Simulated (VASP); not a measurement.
Set up this calculation in VASP 6.6.1, as the native input.

```
Task                   : single point
Functional             : PBE
Potentials or basis    : VASP PAW PBE potentials, release 64 (K_sv)
Cutoff                 : 520 eV
k mesh                 : 9 × 9 × 3
Occupations            : fermi-dirac, width 0.1 eV
Spin                   : no spin polarisation
Dipole correction      : no
Further INCAR settings : ALGO = Normal; EDIFF = 1e-06; NBANDS = 26
```

The structure of K lies in POSCAR:

```
K
1.0
    4.8970948143      0.0000000000      0.0000000000
   -2.4485474071      4.2410085139      0.0000000000
    0.0000000000      0.0000000000     15.9760120142
K
4
Direct
    1.0000000000      0.0000000000      0.0000000000
    1.0000000000      0.0000000000      0.5000000000
    0.3333333333      0.6666666667      0.2500000000
    0.6666666667      0.3333333333      0.7500000000
```

This isn't the form of K at room conditions, which is bcc.

One way to write it, as run:

INCAR

```
PREC = Accurate
ENCUT = 520
EDIFF = 1E-6
ISMEAR = -1
SIGMA = 0.1
LREAL = F
LASPH = T
NELM = 60
ALGO = Normal
ISIF = 2
LWAVE = F
LCHARG = T
GGA = PE
LELF = T
LVHAR = T
NBANDS = 26
```

KPOINTS

```
regular mesh
0
Gamma
  9 9 3
```

Potentials or basis: VASP PAW PBE potentials, release 64 (K_sv).

The run is started by

```console
$ cat potpaw_PBE.64/K_sv/POTCAR > POTCAR
$ mpirun -np 1 vasp_std > vasp.out
```

It gave:

```yaml
Pressure: -0.3 GPa
Band_gap_on_the_k_mesh: zero (bands 18 and 19 overlap by 2.17 eV)
```

Wall time 4.1 min on 1 thread of Intel Xeon 8259CL, on a shared host, peak memory 0.45 GiB.
